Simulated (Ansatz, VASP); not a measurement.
**One calculation of ZrMoS3, two programs**

```
CELL_PARAMETERS angstrom
4.94415 0.00000 0.00000
0.00000 4.94415 0.00000
0.00000 0.00000 4.94415
ATOMIC_POSITIONS crystal
Zr 0.50000 0.50000 0.50000
Mo 0.00000 0.00000 0.00000
S 0.00000 0.50000 0.50000
S 0.50000 0.00000 0.50000
S 0.50000 0.50000 0.00000
```

Alike in both runs: functional PBE; k mesh 8 × 8 × 8; occupations gaussian, width 0.1 eV; collinear spin.

Ansatz relaxed the structure, and its values are those at the end. VASP's run is a single point on that final structure, the one shown.

|  | VASP | Ansatz |
| --- | --- | --- |
| version | VASP 6.6.1 | Ansatz 0.2.0 |
| potentials or method | VASP PAW PBE potentials, release 64 (Zr_sv, Mo_sv, S), cutoff 520 eV | scalar-relativistic, plane waves, PAW |
| valence electrons in the cell | 44 | 44 |

Ansatz gave:

* gap on the k mesh at the Fermi level (eV): none
* pressure (GPa): 0.0
* net moment per atom (μB): 0.80
* size of the moment on the site where the two differ most (μB): 3.94

Problem. Estimate VASP's values.

Solution. gap on the k mesh at the Fermi level (eV): none; pressure (GPa): 0.0; net moment per atom (μB): 0.80; size of the moment on the site where the two differ most (μB): 3.69.

Site moments also hang on the region over which each program counts them. A gap of «none» marks a metal or a gap that the smearing closes. With one functional, cell and mesh, what is left measures potentials, basis and numerics.
